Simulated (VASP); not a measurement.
# SnSe (Fm-3m) in VASP: notebook, part 2 of 3

VASP 6.6.1. The steps go on from the part before.

**3. Single point, RPBE**

INCAR reads:

```
SYSTEM = SnSe
PREC = Accurate ; ENCUT = 520
EDIFF = 1E-7 ; ISMEAR = -1
SIGMA = 0.05 ; LREAL = .False.
LASPH = .True. ; NELM = 60
ALGO = Normal ; ISIF = 2
LWAVE = .False. ; LCHARG = .True.
GGA = RP ; LELF = .True.
LVHAR = .True. ; NBANDS = 17
```

KPOINTS reads:

```
regular mesh
0
Gamma
  8 8 8
  0 0 0
```

POSCAR reads:

```
SnSe
1.0
    0.0000000000      3.0100000000      3.0100000000
    3.0100000000      0.0000000000      3.0100000000
    3.0100000000      3.0100000000      0.0000000000
Sn Se
1 1
Direct
    0.0000000000      0.0000000000      0.0000000000
    0.5000000000      0.5000000000      0.5000000000
```

Potentials or basis: VASP PAW PBE potentials, release 64 (Sn_d, Se).

The run is started by

```
> cat potpaw_PBE.64/Sn_d/POTCAR potpaw_PBE.64/Se/POTCAR > POTCAR
> mpirun -np 1 vasp_std > vasp.out
```

OUTCAR:

```text
SYSTEM = SnSe
   PREC = Accurate
   ENCUT = 520
   EDIFF = 1E-7
   ISMEAR = -1
   LREAL = .False.
   LASPH = .True.
   NELM = 60
   ISIF = 2
   GGA = RP

 ion  position               nearest neighbor table
   1  0.000  0.000  0.000-   2 3.01   2 3.01   2 3.01   2 3.01   2 3.01   2 3.01
   2  0.500  0.500  0.500-   1 3.01   1 3.01   1 3.01   1 3.01   1 3.01   1 3.01

  LATTYP: Found a face centered cubic cell.
 ALAT       =     6.0200000000

  Lattice vectors:

 A1 = (   0.0000000000,   3.0100000000,   3.0100000000)
 A2 = (   3.0100000000,   0.0000000000,   3.0100000000)
 A3 = (   3.0100000000,   3.0100000000,   0.0000000000)

Analysis of symmetry for initial positions (statically):
=====================================================================
 Subroutine PRICEL returns:
 Original cell was already a primitive cell.

 Routine SETGRP: Setting up the symmetry group for a
 face centered cubic supercell.

 Subroutine GETGRP returns: Found 48 space group operations
[... 9 lines left out ...]

 Routine SETGRP: Setting up the symmetry group for a
 face centered cubic supercell.

 Subroutine GETGRP returns: Found 48 space group operations
[... 11 lines left out ...]
                                     Primitive cell

  volume of cell :      54.5418

  direct lattice vectors                    reciprocal lattice vectors
     0.000000000  3.010000000  3.010000000    -0.166112957  0.166112957  0.166112957
     3.010000000  0.000000000  3.010000000     0.166112957 -0.166112957  0.166112957
     3.010000000  3.010000000  0.000000000     0.166112957  0.166112957 -0.166112957

  length of vectors
     4.256782823  4.256782823  4.256782823     0.287716081  0.287716081  0.287716081

  position of ions in fractional coordinates (direct lattice)
     0.000000000  0.000000000  0.000000000
     0.500000000  0.500000000  0.500000000

  ion indices of the primitive-cell ions
   primitive index   ion index
                 1           1
                 2           2

----------------------------------------------------------------------------------------

 KPOINTS: regular mesh

Automatic generation of k-mesh.
 Grid dimensions read from file:
 generate k-points for:    8    8    8

 Generating k-lattice:

  Cartesian coordinates                     Fractional coordinates (reciprocal lattice)
    -0.020764120  0.020764120  0.020764120     0.125000000  0.000000000  0.000000000
     0.020764120 -0.020764120  0.020764120     0.000000000  0.125000000  0.000000000
     0.020764120  0.020764120 -0.020764120     0.000000000  0.000000000  0.125000000

  Length of vectors
     0.035964510  0.035964510  0.035964510

  Shift w.r.t. Gamma in fractional coordinates (k-lattice)
     0.000000000  0.000000000  0.000000000

 Subroutine IBZKPT returns following result:
 ===========================================

 Found     29 irreducible k-points:

 Following reciprocal coordinates:
            Coordinates               Weight
  0.000000  0.000000  0.000000      1.000000
  0.125000  0.000000  0.000000      8.000000
  0.250000  0.000000  0.000000      8.000000
  0.375000  0.000000  0.000000      8.000000
  0.500000  0.000000  0.000000      4.000000
  0.125000  0.125000  0.000000      6.000000
[... 16 lines left out ...]
  0.500000  0.250000  0.125000     48.000000
 -0.375000  0.250000  0.125000     24.000000
 [... further k-points ...]
   k-points           NKPTS =     29   k-points in BZ     NKDIM =     29   number of bands    NBANDS=     17
   number of dos      NEDOS =    301   number of ions     NIONS =      2
   total plane-waves  NPLWV =  32768
   dimension x,y,z NGX =    32 NGY =   32 NGZ =   32
   dimension x,y,z NGXF=    64 NGYF=   64 NGZF=   64
   ions per type =               1   1
   NGX,Y,Z   is equivalent  to a cutoff of  12.50, 12.50, 12.50 a.u.
   NGXF,Y,Z  is equivalent  to a cutoff of  24.99, 24.99, 24.99 a.u.
 SYSTEM =  SnSe
   PREC   = accura    normal or accurate (medium, high low for compatibility)
   ISTART =      0    job   : 0-new  1-cont  2-samecut
   ICHARG =      2    charge: 1-file 2-atom 10-const
   ISPIN  =      1    spin polarized calculation?
   LNONCOLLINEAR =      F non collinear calculations
   LSORBIT =      F    spin-orbit coupling
   LASPH  =      T    aspherical Exc in radial PAW
   ENCUT  =  520.0 eV  38.22 Ry    6.18 a.u.   7.91  7.91  7.91*2*pi/ulx,y,z
   NELM   =     60;   NELMIN=  2; NELMDL= -5     # of ELM steps
   EDIFF  = 0.1E-06   stopping-criterion for ELM
   LREAL  =      F    real-space projection
   EDIFFG = 0.1E-05   stopping-criterion for IOM
   NSW    =      0    number of steps for IOM
   IBRION =     -1    ionic relax: 0-MD 1-quasi-New 2-CG
   NFREE  =      0    steps in history (QN), initial steepest desc. (CG)
   ISIF   =      2    stress and relaxation
   ISYM   =      2    0-nonsym 1-usesym 2-fastsym
   POTIM  = 0.5000    time-step for ionic-motion
   TEBEG  =    0.0;   TEEND  =   0.0 temperature during run
   PSTRESS=    0.0 pullay stress
   NELECT =      20.0000    total number of electrons
   NUPDOWN=      -1.0000    fix difference up-down
   EMIN   =  10.00;   EMAX   =-10.00  energy-range for DOS
   EFERMI =   0.00;   METHOD = LEGACY
   ISMEAR =    -1;   SIGMA  =   0.05  broadening in eV -4-tet -1-fermi 0-gaus
   EFERMI_NEDOS =   21; number of points for ismear=-14 and -15
   IALGO  =     38    algorithm
   IMIX   =      4    mixing-type and parameters
     AMIX     =   0.40;   BMIX     =  1.00
     AMIX_MAG =   1.60;   BMIX_MAG =  1.00
  volume/ion in A,a.u.               =      27.27       184.03
  Fermi-wavevector in a.u.,A,eV,Ry     =   1.171768  2.214321 18.681350  1.373040
  Thomas-Fermi vector in A             =   2.308207
   LORBIT       =      0    0 simple, 1 ext, 2 COOP (PROOUT), +10 PAW based schemes
   GGA     = RP    functional components
   LHFCALC =     F    Hartree Fock is set to
   AEXX    =    0.0000 exact exchange contribution
   IVDW    =     0    specifies the selected vdW correction
   LEPSILON=     F    determine dielectric tensor
   LRPA    =     F    only Hartree local field effects (RPA)
 non-spin polarized calculation
  energy-cutoff  :      520.00
  volume of cell :       54.54
 maximum number of plane-waves:      1480
   NGX = 15   NGY = 15   NGZ = 15

 number of electron      20.0000005 magnetization

 Free energy of the ion-electron system (eV)
  ---------------------------------------------------
  ext. energy  EPLUGINS =         0.00000000
  ---------------------------------------------------
  free energy    TOTEN  =        -7.51143837 eV

  energy without entropy =       -7.51137746  energy(sigma->0) =       -7.51140792

 E-fermi :   6.0286     XC(G=0):  -9.4750

 val. band max:        5.7682545030   @ k =   0.5000   0.0000   0.0000
 cond. band min:       6.3099286158   @ k =   0.5000   0.0000   0.0000
 fundamental gap:      0.5416741127
 Fermi energy:         6.0286253178

 k-point     1 :       0.0000    0.0000    0.0000
  band No.  band energies     occupation
      1     -15.9772      2.00000
      2     -15.9772      2.00000
      3     -15.9772      2.00000
      4     -15.9720      2.00000
      5     -15.9720      2.00000
      6      -8.1432      2.00000
[... 9 lines left out ...]
     16      11.5861      0.00000
     17      13.8385      0.00000

 k-point     2 :       0.1250    0.0000    0.0000
  band No.  band energies     occupation
      1     -15.9768      2.00000
      2     -15.9763      2.00000
      3     -15.9763      2.00000
      4     -15.9722      2.00000
      5     -15.9722      2.00000
      6      -8.0342      2.00000
[... 9 lines left out ...]
     16      11.9552      0.00000
     17      14.8723      0.00000

 k-point     3 :       0.2500    0.0000    0.0000
  band No.  band energies     occupation
      1     -15.9774      2.00000
      2     -15.9774      2.00000
      3     -15.9759      2.00000
      4     -15.9693      2.00000
      5     -15.9693      2.00000
      6      -7.7408      2.00000
[... 392 lines left out ...]
 k-point    23 :       0.5000    0.2500    0.1250
  band No.  band energies     occupation
      1     -15.9845      2.00000
      2     -15.9757      2.00000
      3     -15.9742      2.00000
      4     -15.9669      2.00000
      5     -15.9641      2.00000
      6      -7.2078      2.00000
[... 9 lines left out ...]
     16      15.4303      0.00000
     17      16.8074      0.00000

 k-point    24 :      -0.3750    0.2500    0.1250
  band No.  band energies     occupation
      1     -15.9855      2.00000
      2     -15.9763      2.00000
      3     -15.9716      2.00000
      4     -15.9681      2.00000
      5     -15.9630      2.00000
      6      -7.0669      2.00000
[... 9 lines left out ...]
     16      16.5425      0.00000
     17      16.5891      0.00000

 [... further k-points ...]
[... 5 lines left out ...]
  --------------------------------------------------------------------------------------
  -------------------------------------------------------------------------------------
  Total        0.8739653      0.8739653      0.8739653     -0.0000000      0.0000000      0.0000000
  in kB       25.6729201     25.6729201     25.6729201     -0.0000000      0.0000000      0.0000000
  external PRESSURE =      25.6729201 kB  Pullay stress =       0.0000000 kB

 VOLUME and BASIS-vectors are now :
 -----------------------------------------------------------------------------
  energy-cutoff  :      520.00
  volume of cell :       54.54
      direct lattice vectors                 reciprocal lattice vectors
     0.000000000  3.010000000  3.010000000    -0.166112957  0.166112957  0.166112957
     3.010000000  0.000000000  3.010000000     0.166112957 -0.166112957  0.166112957
     3.010000000  3.010000000  0.000000000     0.166112957  0.166112957 -0.166112957

 POSITION                                       TOTAL-FORCE (eV/Angst)
 -----------------------------------------------------------------------------------
      0.00000      0.00000      0.00000         0.000000     -0.000000      0.000000
      3.01000      3.01000      3.01000         0.000000      0.000000     -0.000000
 -----------------------------------------------------------------------------------
    total drift:                                0.000000     -0.000000     -0.000000

  FREE ENERGIE OF THE ION-ELECTRON SYSTEM (eV)
  ---------------------------------------------------
  free  energy   TOTEN  =        -7.5114383747 eV

  energy  without entropy=       -7.5113774621  energy(sigma->0) =       -7.51140792
```

stdout:

```text
POSCAR found type information on POSCAR SnSe
 POSCAR found :  2 types and       2 ions
 scaLAPACK will be used
 -----------------------------------------------------------------------------
|                                                                             |
|                                                                             |
|     You enforced a specific xc type in the INCAR file but a different       |
|     I HOPE YOU KNOW WHAT YOU ARE DOING!                                     |
|                                                                             |
 -----------------------------------------------------------------------------

 LDA part: xc-table for (Slater+PW92), standard interpolation
 POSCAR, INCAR and KPOINTS ok, starting setup
 FFT: planning ... GRIDC
 FFT: planning ... GRID_SOFT
 FFT: planning ... GRID
 WAVECAR not read
 entering main loop
```

It took 54 s on 1 thread of AMD EPYC 7R13, shared host; peak memory 0.16 GiB.

What came out:

```
Free energy            : -7.5114 eV
Pressure               : 2.6 GPa
Band gap on the k mesh : 0.54 eV, direct
```

Levels at points of the mesh, in eV from the valence-band top:
| k point | band 6 | band 7 | band 8 | band 9 | band 10 | band 11 | band 12 | band 13 | band 14 | band 15 |
| --- | --- | --- | --- | --- | --- | --- | --- | --- | --- | --- |
| (0.00, 0.00, 0.00) | -13.91 | -5.06 | -2.27 | -2.27 | -2.27 | 4.30 | 4.30 | 4.30 | 5.82 | 5.82 |
| (0.50, 0.00, 0.00) | -12.98 | -8.08 | -2.03 | -2.03 | 0.00 | 0.54 | 1.22 | 1.22 | 8.28 | 10.11 |
| (0.50, 0.50, 0.00) | -12.71 | -6.02 | -5.52 | -3.70 | -3.70 | 3.02 | 5.33 | 5.33 | 5.96 | 10.34 |

Caveat: the PAW data sets were made with another functional, which shifts forces and pressure a little; spin-orbit coupling is left out, which moves the levels of the heavy elements. A k mesh can miss the band edges.

**4. Relaxation of cell and atoms, LDA**

INCAR reads:

```
PREC     = Accurate       # precision mode
ENCUT    = 600            # plane-wave cutoff, eV
EDIFF    = 1E-6           # SCF threshold, eV
ISMEAR   = -1             # smearing method
SIGMA    = 0.05           # smearing width, eV
LREAL    = F              # projectors in reciprocal space
LASPH    = T              # aspherical terms in the spheres
NELM     = 60             # most SCF steps
ALGO     = Normal         # electronic algorithm
ISIF     = 3              # what is computed and relaxed
LWAVE    = F              # write WAVECAR
LCHARG   = F              # write CHGCAR
IBRION   = 2              # ionic algorithm
NSW      = 80             # ionic steps
EDIFFG   = -0.005         # ionic threshold
```

KPOINTS reads:

```
Automatic mesh
0
Gamma
  8 8 8
```

POSCAR is that of step 3.

Potentials or basis: VASP PAW LDA potentials, release 64 (Sn_d, Se).

The run is started by

```
> cat potpaw_LDA.64/Sn_d/POTCAR potpaw_LDA.64/Se/POTCAR > POTCAR
> mpirun -np 1 vasp_std > vasp.out
```

Run time: 1.7 min. Hardware: 1 thread of AMD EPYC 7R13, shared host; peak memory 0.17 GiB.

Results (log left out):

```yaml
Free_energy: -9.5100 eV
Relaxed_volume: 25.63 Å³/atom
Relaxed_cell: a = 4.170 Å, b = 4.170 Å, c = 4.170 Å, α = 60.00°, β = 60.00°, γ = 60.00°
Space_group_after_relaxing_to_0.05_Å: Fm-3m (No. 225)
Energy_gained_by_relaxing: 17.6 meV/atom
Ionic_steps: 3
Pressure_after_relaxing: 0.0 GPa
Band_gap_on_the_k_mesh: 0.77 eV, indirect (least direct gap 0.91 eV)
```

The path:
| step | energy change (eV) | largest force (eV/Å) | pressure (GPa) | volume (Å³) |
| --- | --- | --- | --- | --- |
| 1 | 0.0000 | 0.0000 | -3.23 | 54.54 |
| 2 | -0.0316 | 0.0000 | 1.19 | 50.32 |
| 3 | -0.0351 | 0.0000 | 0.02 | 51.26 |

Final structure:
```
CELL_PARAMETERS angstrom
0.00000 2.94843 2.94843
2.94843 0.00000 2.94843
2.94843 2.94843 0.00000
ATOMIC_POSITIONS crystal
Sn 0.00000 0.00000 0.00000
Se 0.50000 0.50000 0.50000
```

Levels at points of the mesh, in eV from the valence-band top:
```tsv
k point	band 7	band 8	band 9	band 10	band 11	band 12	band 13	band 14
(0.00, 0.00, 0.00)	-4.85	-2.22	-2.22	-2.22	4.58	4.58	4.58	5.92
(0.50, 0.00, 0.00)	-8.30	-1.94	-1.94	-0.01	0.90	1.28	1.28	8.46
(0.50, 0.50, 0.00)	-5.99	-5.78	-3.79	-3.79	2.91	5.74	5.74	6.41
```

Caveat: spin-orbit coupling is left out, which moves the levels of the heavy elements.

(Part 2 of 3 ends here.)
